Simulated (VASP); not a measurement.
Set up this calculation in VASP 6.6.1, as the native input.

```yaml
Task: single point
Functional: LDA
Potentials_or_basis: VASP PAW LDA potentials, release 64 (Pt)
Cutoff: 520 eV
k_mesh: 18 × 18 × 10
Occupations: gaussian, width 0.15 eV
Spin: no spin polarisation
Dipole_correction: no
Further_INCAR_settings: ALGO = Normal; EDIFF = 1e-06; NBANDS = 17
```

The structure of Pt lies in POSCAR:

```
Pt
1.0
    2.6404892193      0.0000000000      0.0000000000
   -1.3202446096      2.2867307423      0.0000000000
    0.0000000000      0.0000000000      4.5604625585
Pt
2
Direct
    0.6666666667      0.3333333333      0.7500000000
    0.3333333333      0.6666666667      0.2500000000
```

One way to write it, as run:

INCAR

```
PREC = Accurate
ENCUT = 520
EDIFF = 1E-6
ISMEAR = 0
SIGMA = 0.15
LREAL = False
LASPH = True
NELM = 80
ALGO = Normal
ISIF = 2
LWAVE = False
LCHARG = False
NBANDS = 17
```

KPOINTS

```
regular mesh
0
Gamma
  18 18 10
```

Potentials or basis: VASP PAW LDA potentials, release 64 (Pt).

Run with:

```bash
$ cat potpaw_LDA.64/Pt/POTCAR > POTCAR
$ mpirun -np 1 vasp_std > vasp.out
```

Results of the run:

| Quantity | Value |
| --- | --- |
| Pressure | 29.3 GPa |
| Band gap on the k mesh | zero (band 10 reaches 13.62 eV, above the bottom of band 11 at 11.99 eV) |

Caveat: spin-orbit coupling is left out, which moves the levels of the heavy elements.

Wall time 29 s on 1 thread of Intel(R) Xeon(R) 6975P-C (Granite Rapids), on a shared host, peak memory 0.19 GiB.
